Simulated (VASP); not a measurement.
Re: single point with LDA

Crystal: Re.

```
CELL_PARAMETERS angstrom
-1.44858 1.44858 1.44858
1.44858 -1.44858 1.44858
1.44858 1.44858 -1.44858
ATOMIC_POSITIONS crystal
Re 0.00000 0.00000 0.00000
```

This isn't the form of Re at room conditions, which is hcp.

| Item | Value |
| --- | --- |
| Program | VASP 6.6.1 |
| Task | single point |
| Functional | LDA |
| Potentials or basis | VASP PAW LDA potentials, release 64 (Re) |
| Cutoff | 520 eV |
| k mesh | 19 × 19 × 19 |
| Occupations | fermi-dirac, width 0.1 eV |
| Spin | no spin polarisation |
| Dipole correction | no |
| Further INCAR settings | ALGO = Normal; EDIFF = 1e-06; NBANDS = 10 |

```
Pressure               : 106.0 GPa
Band gap on the k mesh : zero (an odd number of electrons rules out a gap without spin polarisation)
```

Levels at points of the mesh, in eV from the Fermi level:
```tsv
k point	band 1	band 2	band 3	band 4	band 5	band 6
(0.00, 0.00, 0.00)	-12.14	-3.47	-3.47	-3.47	0.90	0.90
```

Wall time 44 s on 1 thread of Intel Xeon 8259CL (shared host), peak memory 0.14 GiB.

Caveat: the cell stands under pressure; spin-orbit coupling is left out, which moves the levels of the heavy elements.
